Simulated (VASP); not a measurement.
# Be7S (P4/mmm) in VASP: further runs

Be7S is run at these levels: PBE; tasks: single point, relaxation of cell and atoms.

Everything below comes from runs of VASP 6.6.1. Logs are shortened: lines on timing, memory, paths and dates and some standing lists are left out, and cuts for length are marked.

### Step 1. The cell of the first run

Symmetry: P4/mmm, No. 123, tetragonal system. The conventional cell has a = 3.162 Å, b = 3.162 Å, c = 7.895 Å, α = 90.00°, β = 90.00°, γ = 90.00°. Within 2.9 Å of Be (site symmetry 2mm) lie 8 Be at 2.16 to 2.24 Å. Be (site symmetry 4/mmm) has 4 S at 2.24 Å and 8 Be at 2.94 Å within 3.0 Å. Within 2.9 Å of Be (site symmetry 4/mmm) lie 12 Be at 2.16 to 2.24 Å. Within 2.9 Å of Be (site symmetry 4/mmm) lie 12 Be at 2.16 to 2.24 Å. Within 3.0 Å of S (site symmetry 4/mmm) lie 12 Be at 2.24 to 2.94 Å.

### Step 2. Single point, PBE

Input file INCAR:

```
ALGO     = Normal         # electronic algorithm
EDIFF    = 1E-7           # SCF threshold, eV
ENCUT    = 520            # plane-wave cutoff, eV
GGA      = PE             # functional
ISIF     = 2              # what is computed and relaxed
ISMEAR   = 0              # smearing method
LASPH    = True           # aspherical terms in the spheres
LCHARG   = False          # write CHGCAR
LREAL    = False          # projectors in reciprocal space
LWAVE    = False          # write WAVECAR
NBANDS   = 20             # bands
NELM     = 100            # most SCF steps
PREC     = Accurate       # precision mode
SIGMA    = 0.2            # smearing width, eV
```

Input file KPOINTS:

```
k-points
0
Gamma
  5 5 3
```

Input file POSCAR:

```
Be7S
1.0
    3.1622869013      0.0000000000      0.0000000000
    0.0000000000      3.1622869013      0.0000000000
    0.0000000000      0.0000000000      7.8948028465
Be S
7 1
Direct
    0.0000000000      0.5000000000      0.6865127151
    0.5000000000      0.5000000000      0.0000000000
    0.5000000000      0.0000000000      0.6865127151
    0.0000000000      0.5000000000      0.3134872849
    0.5000000000      0.0000000000      0.3134872849
    0.0000000000      0.0000000000      0.5000000000
    0.5000000000      0.5000000000      0.5000000000
    0.0000000000      0.0000000000      0.0000000000
```

Potentials or basis: VASP PAW PBE potentials, release 64 (Be, S).

The run is started by

```console
$ cat potpaw_PBE.64/Be/POTCAR potpaw_PBE.64/S/POTCAR > POTCAR
$ mpirun -np 1 vasp_std > vasp.out
```

OUTCAR:

```text
EDIFF = 1E-7
   ENCUT = 520
   GGA = PE
   ISIF = 2
   ISMEAR = 0
   LASPH = True
   LREAL = False
   NELM = 100
   PREC = Accurate

 ion  position               nearest neighbor table
   1  0.000  0.500  0.687-   6 2.16   7 2.16   6 2.16   7 2.16   3 2.24   3 2.24   3 2.24   3 2.24

   2  0.500  0.500  0.000-   8 2.24   8 2.24   8 2.24   8 2.24
   3  0.500  0.000  0.687-   6 2.16   7 2.16   7 2.16   6 2.16   1 2.24   1 2.24   1 2.24   1 2.24

   4  0.000  0.500  0.313-   6 2.16   7 2.16   6 2.16   7 2.16   5 2.24   5 2.24   5 2.24   5 2.24

   5  0.500  0.000  0.313-   6 2.16   7 2.16   7 2.16   6 2.16   4 2.24   4 2.24   4 2.24   4 2.24

   6  0.000  0.000  0.500-   1 2.16   3 2.16   4 2.16   5 2.16   1 2.16   4 2.16   3 2.16   5 2.16
                             7 2.24   7 2.24   7 2.24   7 2.24
   7  0.500  0.500  0.500-   1 2.16   3 2.16   4 2.16   5 2.16   3 2.16   5 2.16   1 2.16   4 2.16
                             6 2.24   6 2.24   6 2.24   6 2.24
   8  0.000  0.000  0.000-   2 2.24   2 2.24   2 2.24   2 2.24

  LATTYP: Found a simple tetragonal cell.
 ALAT       =     3.1622869013
 C/A-ratio  =     2.4965485716

  Lattice vectors:

 A1 = (   3.1622869013,   0.0000000000,   0.0000000000)
 A2 = (   0.0000000000,   3.1622869013,   0.0000000000)
 A3 = (   0.0000000000,   0.0000000000,   7.8948028465)

Analysis of symmetry for initial positions (statically):
=====================================================================
 Subroutine PRICEL returns:
 Original cell was already a primitive cell.

 Routine SETGRP: Setting up the symmetry group for a
 simple tetragonal supercell.

 Subroutine GETGRP returns: Found 16 space group operations
 (whereof 16 operations were pure point group operations)
 out of a pool of 16 trial point group operations.

The static configuration has the point symmetry D_4h.

Analysis of symmetry for dynamics (positions and initial velocities):
=====================================================================
 Subroutine PRICEL returns:
 Original cell was already a primitive cell.

 Routine SETGRP: Setting up the symmetry group for a
 simple tetragonal supercell.

 Subroutine GETGRP returns: Found 16 space group operations
 (whereof 16 operations were pure point group operations)
 out of a pool of 16 trial point group operations.

The dynamic configuration has the point symmetry D_4h.

 Subroutine INISYM returns: Found 16 space group operations
 (whereof 16 operations are pure point group operations),
 and found     1 'primitive' translations

----------------------------------------------------------------------------------------

                                     Primitive cell

  volume of cell :      78.9485

  direct lattice vectors                    reciprocal lattice vectors
     3.162286901  0.000000000  0.000000000     0.316226842  0.000000000  0.000000000
     0.000000000  3.162286901  0.000000000     0.000000000  0.316226842  0.000000000
     0.000000000  0.000000000  7.894802847     0.000000000  0.000000000  0.126665608

  length of vectors
     3.162286901  3.162286901  7.894802847     0.316226842  0.316226842  0.126665608

  position of ions in fractional coordinates (direct lattice)
     0.000000000  0.500000000  0.686512715
     0.500000000  0.500000000  0.000000000
     0.500000000  0.000000000  0.686512715
     0.000000000  0.500000000  0.313487285
     0.500000000  0.000000000  0.313487285
     0.000000000  0.000000000  0.500000000
     0.500000000  0.500000000  0.500000000
     0.000000000  0.000000000  0.000000000

  ion indices of the primitive-cell ions
   primitive index   ion index
                 1           1
                 2           2
                 3           3
                 4           4
                 5           5
                 6           6
                 7           7
                 8           8

----------------------------------------------------------------------------------------

 KPOINTS: k-points

Automatic generation of k-mesh.
 Grid dimensions read from file:
 generate k-points for:    5    5    3

 Generating k-lattice:

  Cartesian coordinates                     Fractional coordinates (reciprocal lattice)
     0.063245368  0.000000000  0.000000000     0.200000000  0.000000000  0.000000000
     0.000000000  0.063245368  0.000000000     0.000000000  0.200000000  0.000000000
     0.000000000  0.000000000  0.042221869     0.000000000  0.000000000  0.333333333

  Length of vectors
     0.063245368  0.063245368  0.042221869

  Shift w.r.t. Gamma in fractional coordinates (k-lattice)
     0.000000000  0.000000000  0.000000000

 Subroutine IBZKPT returns following result:
 ===========================================

 Found     12 irreducible k-points:

 Following reciprocal coordinates:
            Coordinates               Weight
  0.000000  0.000000  0.000000      1.000000
  0.200000  0.000000  0.000000      4.000000
  0.400000  0.000000  0.000000      4.000000
  0.200000  0.200000  0.000000      4.000000
  0.400000  0.200000  0.000000      8.000000
  0.400000  0.400000  0.000000      4.000000
  0.000000  0.000000  0.333333      2.000000
  0.200000  0.000000  0.333333      8.000000
  0.400000  0.000000  0.333333      8.000000
  0.200000  0.200000  0.333333      8.000000
  0.400000  0.200000  0.333333     16.000000
  0.400000  0.400000  0.333333      8.000000
   k-points           NKPTS =     12   k-points in BZ     NKDIM =     12   number of bands    NBANDS=     20
   number of dos      NEDOS =    301   number of ions     NIONS =      8
   total plane-waves  NPLWV =  34560
   dimension x,y,z NGX =    24 NGY =   24 NGZ =   60
   dimension x,y,z NGXF=    48 NGYF=   48 NGZF=  120
   ions per type =               7   1
   NGX,Y,Z   is equivalent  to a cutoff of  12.62, 12.62, 12.63 a.u.
   NGXF,Y,Z  is equivalent  to a cutoff of  25.23, 25.23, 25.27 a.u.
 SYSTEM =  unknown system
   PREC   = accura    normal or accurate (medium, high low for compatibility)
   ISTART =      0    job   : 0-new  1-cont  2-samecut
   ICHARG =      2    charge: 1-file 2-atom 10-const
   ISPIN  =      1    spin polarized calculation?
   LNONCOLLINEAR =      F non collinear calculations
   LSORBIT =      F    spin-orbit coupling
   LASPH  =      T    aspherical Exc in radial PAW
   ENCUT  =  520.0 eV  38.22 Ry    6.18 a.u.   5.88  5.88 14.68*2*pi/ulx,y,z
   NELM   =    100;   NELMIN=  2; NELMDL= -5     # of ELM steps
   EDIFF  = 0.1E-06   stopping-criterion for ELM
   LREAL  =      F    real-space projection
   EDIFFG = 0.1E-05   stopping-criterion for IOM
   NSW    =      0    number of steps for IOM
   IBRION =     -1    ionic relax: 0-MD 1-quasi-New 2-CG
   NFREE  =      0    steps in history (QN), initial steepest desc. (CG)
   ISIF   =      2    stress and relaxation
   ISYM   =      2    0-nonsym 1-usesym 2-fastsym
   POTIM  = 0.5000    time-step for ionic-motion
   TEBEG  =    0.0;   TEEND  =   0.0 temperature during run
   PSTRESS=    0.0 pullay stress
   NELECT =      20.0000    total number of electrons
   NUPDOWN=      -1.0000    fix difference up-down
   EMIN   =  10.00;   EMAX   =-10.00  energy-range for DOS
   EFERMI =   0.00;   METHOD = LEGACY
   ISMEAR =     0;   SIGMA  =   0.20  broadening in eV -4-tet -1-fermi 0-gaus
   EFERMI_NEDOS =   21; number of points for ismear=-14 and -15
   IALGO  =     38    algorithm
   IMIX   =      4    mixing-type and parameters
     AMIX     =   0.40;   BMIX     =  1.00
     AMIX_MAG =   1.60;   BMIX_MAG =  1.00
  volume/ion in A,a.u.               =       9.87        66.60
  Fermi-wavevector in a.u.,A,eV,Ry     =   1.035866  1.957503 14.599300  1.073018
  Thomas-Fermi vector in A             =   2.170230
   LORBIT       =      0    0 simple, 1 ext, 2 COOP (PROOUT), +10 PAW based schemes
   GGA     = PE    functional components
   LHFCALC =     F    Hartree Fock is set to
   AEXX    =    0.0000 exact exchange contribution
   IVDW    =     0    specifies the selected vdW correction
   LEPSILON=     F    determine dielectric tensor
   LRPA    =     F    only Hartree local field effects (RPA)
 non-spin polarized calculation
 Gauss-broadening in eV      SIGMA  =   0.20
  energy-cutoff  :      520.00
  volume of cell :       78.95
 maximum number of plane-waves:      2146
 NGX is ok and might be reduce to    24
   NGX = 11   NGY = 11   NGZ = 29

 number of electron      20.0000004 magnetization

 Free energy of the ion-electron system (eV)
  ---------------------------------------------------
  ext. energy  EPLUGINS =         0.00000000
  ---------------------------------------------------
  free energy    TOTEN  =       -28.49152307 eV

  energy without entropy =      -28.47708235  energy(sigma->0) =      -28.48430271

 E-fermi :   6.6446     XC(G=0): -10.2630

 val. band max:        6.1507406484   @ k =   0.4000   0.4000   0.3333
 cond. band min:       6.6984390251   @ k =   0.4000   0.4000   0.0000
 fundamental gap:      0.5476983767
 Fermi energy:         6.6446182638

 k-point     1 :       0.0000    0.0000    0.0000
  band No.  band energies     occupation
      1      -8.9218      2.00000
      2      -3.9138      2.00000
      3      -2.1411      2.00000
      4       1.5501      2.00000
      5       3.2088      2.00000
      6       3.2088      2.00000
[... 12 lines left out ...]
     19      13.6991      0.00000
     20      13.6991      0.00000

 k-point     2 :       0.2000    0.0000    0.0000
  band No.  band energies     occupation
      1      -8.5857      2.00000
      2      -3.4904      2.00000
      3      -1.6753      2.00000
      4       0.9513      2.00000
      5       1.9850      2.00000
      6       2.9779      2.00000
[... 12 lines left out ...]
     19      14.1408      0.00000
     20      14.3874      0.00000
[... 189 lines left out ...]
      3      -1.1212      2.00000
      4       0.2839      2.00000
      5       0.7699      2.00000
      6       2.0239      2.00000
[... 12 lines left out ...]
     19      13.1253      0.00000
     20      13.8090      0.00000

 k-point    12 :       0.4000    0.4000    0.3333
  band No.  band energies     occupation
      1      -6.7062      2.00000
      2      -0.6738      2.00000
      3      -0.4561      2.00000
      4      -0.3687      2.00000
      5       1.2520      2.00000
      6       1.4492      2.00000
[... 12 lines left out ...]
     19      12.8705      0.00000
     20      13.8410      0.00000

------------------------ aborting loop because EDIFF is reached ----------------------------------------

  FORCE on cell =-STRESS in cart. coord.  units (eV):
  Direction    XX          YY          ZZ          XY          YZ          ZX
  --------------------------------------------------------------------------------------
  -------------------------------------------------------------------------------------
  Total        0.0372070      0.0372070      0.1912616      0.0000000     -0.0000000      0.0000000
  in kB        0.7550782      0.7550782      3.8814551      0.0000000     -0.0000000      0.0000000
  external PRESSURE =       1.7972038 kB  Pullay stress =       0.0000000 kB

 VOLUME and BASIS-vectors are now :
 -----------------------------------------------------------------------------
  energy-cutoff  :      520.00
  volume of cell :       78.95
      direct lattice vectors                 reciprocal lattice vectors
     3.162286901  0.000000000  0.000000000     0.316226842  0.000000000  0.000000000
     0.000000000  3.162286901  0.000000000     0.000000000  0.316226842  0.000000000
     0.000000000  0.000000000  7.894802847     0.000000000  0.000000000  0.126665608

 POSITION                                       TOTAL-FORCE (eV/Angst)
 -----------------------------------------------------------------------------------
      0.00000      1.58114      5.41988         0.000000      0.000000     -0.008491
      1.58114      1.58114      0.00000         0.000000      0.000000      0.000000
      1.58114      0.00000      5.41988        -0.000000      0.000000     -0.008491
      0.00000      1.58114      2.47492        -0.000000     -0.000000      0.008491
      1.58114      0.00000      2.47492         0.000000      0.000000      0.008491
      0.00000      0.00000      3.94740         0.000000      0.000000      0.000000
      1.58114      1.58114      3.94740         0.000000      0.000000      0.000000
      0.00000      0.00000      0.00000         0.000000      0.000000      0.000000
 -----------------------------------------------------------------------------------
    total drift:                               -0.000000      0.000000     -0.000000

  FREE ENERGIE OF THE ION-ELECTRON SYSTEM (eV)
  ---------------------------------------------------
  free  energy   TOTEN  =       -28.4915230718 eV

  energy  without entropy=      -28.4770823523  energy(sigma->0) =      -28.48430271
```

Run time: 37 s. Hardware: 1 thread of AMD EPYC 7R13, shared host; peak memory 0.14 GiB.

Results:

| Item | Value |
| --- | --- |
| Free energy | -28.4915 eV |
| Pressure | 0.2 GPa |
| Largest force | 0.008 eV/Å |
| Band gap on the k mesh | zero (band 10 reaches 8.22 eV, above the bottom of band 11 at 6.08 eV) |

Forces on the atoms (eV/Å):
```
Be   0.000  0.000 -0.008
Be   0.000  0.000  0.000
Be   0.000  0.000 -0.008
Be   0.000  0.000  0.008
Be   0.000  0.000  0.008
Be   0.000  0.000  0.000
Be   0.000  0.000  0.000
S    0.000  0.000  0.000
```

Caveat: the k points lie up to 0.40 Å⁻¹ apart.

### Step 3. Relaxation of cell and atoms, PBE

This run uses another cell than the first one, of 8.79 Å³/atom, 0.891 times its volume.

Input file INCAR:

```
SYSTEM = Be7S
  ALGO = Normal
  EDIFF = 1E-6
  EDIFFG = -0.08
  ENCUT = 600
  GGA = PE
  IBRION = 2
  ISIF = 3
  ISMEAR = 0
  LASPH = .True.
  LCHARG = .False.
  LREAL = .False.
  LWAVE = .False.
  NELM = 60
  NSW = 36
  PREC = Accurate
  SIGMA = 0.2
```

Input file KPOINTS:

```
k-points
0
Gamma
  5 5 3
  0 0 0
```

Input file POSCAR:

```
Be7S
1.0
    3.3000000000      0.0000000000      0.0000000000
    0.0000000000      3.3000000000      0.0000000000
    0.0000000000      0.0000000000      6.4600000000
Be S
7 1
Direct
    0.0000000000      0.5000000000      0.7600000000
    0.5000000000      0.5000000000      0.0000000000
    0.5000000000      0.0000000000      0.7600000000
    0.0000000000      0.5000000000      0.2400000000
    0.5000000000      0.0000000000      0.2400000000
    0.0000000000      0.0000000000      0.5000000000
    0.5000000000      0.5000000000      0.5000000000
    0.0000000000      0.0000000000      0.0000000000
```

Potentials or basis: VASP PAW PBE potentials, release 64 (Be, S).

The run is started by

```console
$ cat potpaw_PBE.64/Be/POTCAR potpaw_PBE.64/S/POTCAR > POTCAR
$ mpirun -np 1 vasp_std > vasp.out
```

Wall time 4.5 min (1 thread of AMD EPYC 7R13, shared host); peak memory 0.17 GiB.

Results (log left out):

| Item | Value |
| --- | --- |
| Free energy | -28.4904 eV |
| Relaxed volume | 9.87 Å³/atom |
| Relaxed cell | a = 3.158 Å, b = 3.158 Å, c = 7.913 Å, α = 90.00°, β = 90.00°, γ = 90.00° |
| Space group after relaxing (to 0.05 Å) | P4/mmm (No. 123) |
| Energy gained by relaxing | 223.3 meV/atom |
| Ionic steps | 15 |
| Pressure after relaxing | 0.4 GPa |
| Largest force after relaxing | 0.008 eV/Å |
| Band gap on the k mesh | zero (band 10 reaches 8.23 eV, above the bottom of band 11 at 6.09 eV) |

Forces on the atoms (eV/Å):
```
Be   0.000  0.000  0.008
Be   0.000  0.000  0.000
Be   0.000  0.000  0.008
Be   0.000  0.000 -0.008
Be   0.000  0.000 -0.008
Be   0.000  0.000  0.000
Be   0.000  0.000  0.000
S    0.000  0.000  0.000
```

The path:
| step | energy change (eV) | largest force (eV/Å) | pressure (GPa) | volume (Å³) |
| --- | --- | --- | --- | --- |
| 1 | 0.0000 | 1.6578 | 7.37 | 70.35 |
| 2 | -0.6036 | 1.2460 | 0.03 | 74.54 |
| 3 | -0.9165 | 0.9254 | -5.78 | 79.03 |
| 4 | -0.8716 | 0.3962 | -12.72 | 88.51 |
| 5 | -1.0083 | 0.6734 | -9.30 | 82.97 |
| 6 | -1.4705 | 0.2903 | -5.15 | 79.33 |
| 7 | -1.6376 | 0.0983 | 0.14 | 76.18 |
| 8 | -1.6401 | 0.1527 | 1.05 | 75.74 |
| 9 | -1.6886 | 0.0799 | 0.90 | 76.15 |
| 10 | -1.7548 | 0.2196 | 0.92 | 77.05 |
| 11 | -1.7549 | 0.2001 | 0.91 | 76.99 |
| 12 | -1.7550 | 0.2092 | 0.92 | 77.02 |
| 13 | -1.7714 | 0.1916 | -0.26 | 78.46 |
| 14 | -1.7742 | 0.1837 | -0.83 | 79.24 |
| 15 | -1.7866 | 0.0085 | 0.41 | 78.93 |

Final structure:
```
Be S
1.0
     3.15831    0.00000    0.00000
     0.00000    3.15831    0.00000
     0.00000    0.00000    7.91277
Be S
7 1
Cartesian
  0.0000 1.5792 5.4270
  1.5792 1.5792 0.0000
  1.5792 0.0000 5.4270
  0.0000 1.5792 2.4858
  1.5792 0.0000 2.4858
  0.0000 0.0000 3.9564
  1.5792 1.5792 3.9564
  0.0000 0.0000 0.0000
```

Levels at points of the mesh, in eV from the Fermi level:
```tsv
k point	band 6	band 7	band 8	band 9	band 10	band 11	band 12	band 13	band 14	band 15
(0.00, 0.00, 0.00)	-3.42	-3.42	-1.46	-1.46	1.58	1.58	2.07	2.20	3.47	3.89
```

Caveat: the k points lie up to 0.40 Å⁻¹ apart in the final cell; the relaxation stopped at a loose force limit of 0.08 eV/Å, so its end isn't a converged minimum.
